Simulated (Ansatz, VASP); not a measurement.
# One calculation of Cu, two programs

```
CELL_PARAMETERS angstrom
-2.20832 2.20832 1.20468
2.20832 -2.20832 1.20468
2.20832 2.20832 -1.20468
ATOMIC_POSITIONS crystal
Cu 0.00000 0.00000 0.00000
Cu 0.75000 0.25000 0.50000
```

Alike in both runs: task relaxation of cell and atoms; functional PBEsol; k mesh 8 × 8 × 8; occupations gaussian, width 0.1 eV; no spin polarisation.

|  | VASP | Ansatz |
| --- | --- | --- |
| version | VASP 6.6.1 | Ansatz 0.2.0 |
| potentials or method | VASP PAW PBE potentials, release 64 (Cu_sv_GW), cutoff 700 eV | scalar-relativistic, plane waves, PAW |
| valence electrons in the cell | 38 | 38 |

```csv
,VASP,Ansatz,Ansatz less VASP
"gap on the k mesh at the Fermi level, each at its own relaxed structure (eV)",none,none,-
relaxed volume (Å³/atom),12.06,12.44,+0.372
relaxed cell length with the largest relative difference (Å),3.406,3.442,+0.0365
```

VASP's potentials were made for PBE, not for PBEsol. A gap of «none» marks a metal or a gap that the smearing closes.

The k mesh is coarse, so the values compare programs but aren't converged.
